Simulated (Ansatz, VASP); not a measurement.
Hf3TiO8: VASP beside Ansatz

```
CELL_PARAMETERS angstrom
3.40470 -3.41038 0.00000
3.40470 3.41038 0.00000
0.00000 0.00000 6.35037
ATOMIC_POSITIONS crystal
Hf 0.00000 0.00000 0.00000
Hf 0.50000 0.50000 0.25455
Hf 0.50000 0.50000 0.74545
Ti 0.00000 0.00000 0.50000
O 0.80941 0.19059 0.26186
O 0.80941 0.19059 0.73814
O 0.69455 0.69455 0.00000
O 0.70429 0.70429 0.50000
O 0.30545 0.30545 0.00000
O 0.29571 0.29571 0.50000
O 0.19059 0.80941 0.26186
O 0.19059 0.80941 0.73814
```

Alike in both runs: functional PBE; k mesh 6 × 6 × 4; occupations gaussian, width 0.02 eV; no spin polarisation.

Ansatz relaxed the structure, and its values are those at the end. VASP's run is a single point on that final structure, the one shown.

|  | VASP | Ansatz |
| --- | --- | --- |
| version | VASP 6.6.1 | Ansatz 0.2.0 |
| potentials or method | VASP PAW PBE potentials, release 64 (Hf_pv, Ti_sv, O), cutoff 520 eV | scalar-relativistic, plane waves, PAW |
| valence electrons in the cell | 90 | 138 |

Ansatz gave:

```
gap on the k mesh at the Fermi level (eV) : 2.53
least direct gap on the mesh (eV)         : 2.53
pressure (GPa)                            : 0.0
rms of the force components (eV/Å)        : 0.003
```

What did VASP give for the same quantities?

gap on the k mesh at the Fermi level (eV): 2.48; least direct gap on the mesh (eV): 2.49; pressure (GPa): -2.0; rms of the force components (eV/Å): 0.076.

VASP's potentials hold 90 valence electrons a cell and Ansatz's 138, so a difference there can come from the potentials and not from the codes.

Spin-orbit coupling is off throughout.
